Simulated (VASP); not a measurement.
**GeSb4Te4: single point with PBE**

GeSb4Te4:

```xyz
18
Lattice="8.0204 0.0366 -0.2582 0.0366 8.8728 -0.1270 -0.2582 -0.1270 8.3859" Properties=species:S:1:pos:R:3 pbc="T T T"
Ge    5.5253    4.7947    5.6045
Ge    5.4887    0.3129    2.1988
Sb    0.8593    3.5366    5.1377
Sb    6.1929    5.9664    1.2711
Sb    1.7662    8.5818    6.7898
Sb    5.1394    0.1977    7.1550
Sb    0.8998    5.9967    3.3307
Sb    2.6500    1.7924    3.1857
Sb    3.5712    6.4626    7.7313
Sb    0.8646    8.7309    3.8516
Te    3.1387    4.0031    1.0142
Te    7.8829    0.8963    1.0767
Te    5.7383    3.8064    3.1127
Te    1.1006    6.6746    0.5421
Te    7.5469    3.6097    7.0795
Te    6.1660    8.1135    4.6732
Te    3.0800    6.5199    4.8673
Te    3.0384    2.1470    6.1456
```

```yaml
Program: VASP 6.6.1
Task: single point
Functional: PBE
Potentials_or_basis: VASP PAW PBE potentials, release 64 (Ge_d, Sb, Te)
Cutoff: 520 eV
k_mesh: 1 × 1 × 1, shifted
Occupations: fermi-dirac, width 0.0758 eV
Spin: no spin polarisation
```

```
Pressure               : 3.6 GPa
Largest force          : 2.335 eV/Å
Band gap on the k mesh : 0.09 eV
```

Forces in eV/Å, atoms in the order of the input:
```
Ge  -0.375  0.266  0.282
Ge  -0.468 -0.213 -0.091
Sb  -0.350  0.488 -2.256
Sb  -0.153  0.895 -0.008
Sb  -0.453  0.360  0.100
Sb  -0.093  0.468  1.273
Sb  -0.918 -1.157 -0.879
Sb   0.972  0.393 -0.736
Sb   1.317 -0.451  0.766
Sb  -0.391  0.844  0.185
Te  -0.109 -0.383  0.000
Te  -0.108 -0.051  0.013
Te  -0.125 -0.315  0.031
Te  -0.034  0.108 -0.475
Te  -0.973 -0.231  2.003
Te  -0.291 -0.694 -0.452
Te   1.094 -0.569  0.037
Te   1.456  0.242  0.207
```

Stress tensor (GPa, compression positive):
```
 4.54 -1.08  0.05
-1.08  2.48 -0.90
 0.05 -0.90  3.93
```

Levels at points of the mesh, in eV from the valence-band top:
```
           k point  band 56  band 57  band 58  band 59  band 60  band 61
(0.25, 0.25, 0.25)    -0.60    -0.20     0.00     0.09     0.28     0.37
```

Wall time 60 s on 1 thread of AMD EPYC 9R45 96-Core Processor (Zen 5), on a shared host, peak memory 0.53 GiB.

Caveat: the k points lie up to 0.78 Å⁻¹ apart; spin-orbit coupling is left out, which moves the levels of the heavy elements.
